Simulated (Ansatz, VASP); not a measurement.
## AlGa2Sb3: VASP beside Ansatz

```
CELL_PARAMETERS angstrom
3.32935 1.92220 4.09520
-3.32935 1.92220 4.09520
0.00000 -3.84440 4.09520
ATOMIC_POSITIONS crystal
Al 0.50000 0.50000 0.50000
Ga 0.12080 0.12080 0.12080
Ga 0.87920 0.87920 0.87920
Sb 0.50000 0.50000 0.00000
Sb 0.00000 0.50000 0.50000
Sb 0.50000 0.00000 0.50000
```

Alike in both runs: functional PBE; k mesh 6 × 6 × 6; occupations gaussian, width 0.1 eV; no spin polarisation.

Ansatz relaxed the structure, and its values are those at the end. VASP's run is a single point on that final structure, the one shown.

```csv
,VASP,Ansatz
version,VASP 6.6.1,Ansatz 0.2.0
potentials or method,"VASP PAW PBE potentials, release 64 (Al, Ga_d, Sb), cutoff 520 eV","scalar-relativistic, plane waves, PAW"
valence electrons in the cell,44,74
```

```csv
,VASP,Ansatz,Ansatz less VASP
gap on the k mesh at the Fermi level (eV),none,none,-
pressure (GPa),0.0,0.0,-0.03
```

A gap of «none» marks a metal or a gap that the smearing closes. VASP's potentials hold 44 valence electrons a cell and Ansatz's 74, so a difference there can come from the potentials and not from the codes.

Spin-orbit coupling is off throughout.
